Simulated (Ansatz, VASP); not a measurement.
## Pt: VASP beside Ansatz

The input INCAR:

```
PREC     = Accurate       # precision mode
ENCUT    = 520            # plane-wave cutoff, eV
EDIFF    = 1E-6           # SCF threshold, eV
ISMEAR   = -1             # smearing method
SIGMA    = 0.1            # smearing width, eV
LREAL    = F              # projectors in reciprocal space
LASPH    = T              # aspherical terms in the spheres
NELM     = 60             # most SCF steps
ALGO     = Normal         # electronic algorithm
ISIF     = 2              # what is computed and relaxed
LWAVE    = F              # write WAVECAR
LCHARG   = T              # write CHGCAR
LELF     = T              # ELF
LVHAR    = T            
NBANDS   = 11             # bands
```

KPOINTS

```
regular mesh
0
Gamma
  14 14 14
```

The input POSCAR:

```
Pt
1.0
    2.6691932571      0.0000000000      0.0000000000
    0.0000000000      2.6691932571      0.0000000000
    0.0000000000      0.0000000000      2.6691932571
Pt
1
Direct
    0.0000000000      0.0000000000      0.0000000000
```

Input for Ansatz:

```yaml
crystal:
  lattice:
    - [2.6691932571, 0.0, 0.0]
    - [0.0, 2.6691932571, 0.0]
    - [0.0, 0.0, 2.6691932571]
  atoms:
    - { symbol: Pt, position: [0.0, 0.0, 0.0] }
hamiltonian:
  xc: lda
  pseudopotentials:
    kind: paw
    azcp:
      Pt: "pseudopotentials/Pt.paw.azcp"
basis:
  ecutwfc: 420
  fft_grid_basis: typed
kpoints:
  mp_grid: { grid: [14, 14, 14], shift: [0, 0, 0] }
magnetization:
  spin_polarized: false
scf:
  occupations: { method: fermi_dirac, width: 0.1 }
  lower_state_search: "off"
output:
  stress: true
```

Alike in both runs: task single point; functional LDA; k mesh 14 × 14 × 14; occupations fermi-dirac, width 0.1 eV; no spin polarisation.

```csv
,VASP,Ansatz
version,VASP 6.6.1,Ansatz 0.2.0
potentials or method,"VASP PAW LDA potentials, release 64 (Pt), cutoff 520 eV","plane waves (420 eV) with PAW, scalar-relativistic"
valence electrons in the cell,10,18
```

```csv
,VASP,Ansatz,Ansatz less VASP
pressure (GPa),-19.1,-19.4,-0.36
```

Ansatz warns that its potentials were made for another functional, while VASP's fit it. LDA's correlation is that of Perdew and Zunger in VASP and of Perdew and Wang (1992) in Ansatz. VASP's potentials hold 10 valence electrons a cell and Ansatz's 18, so a difference there can come from the potentials and not from the codes.

Spin-orbit coupling is off throughout.
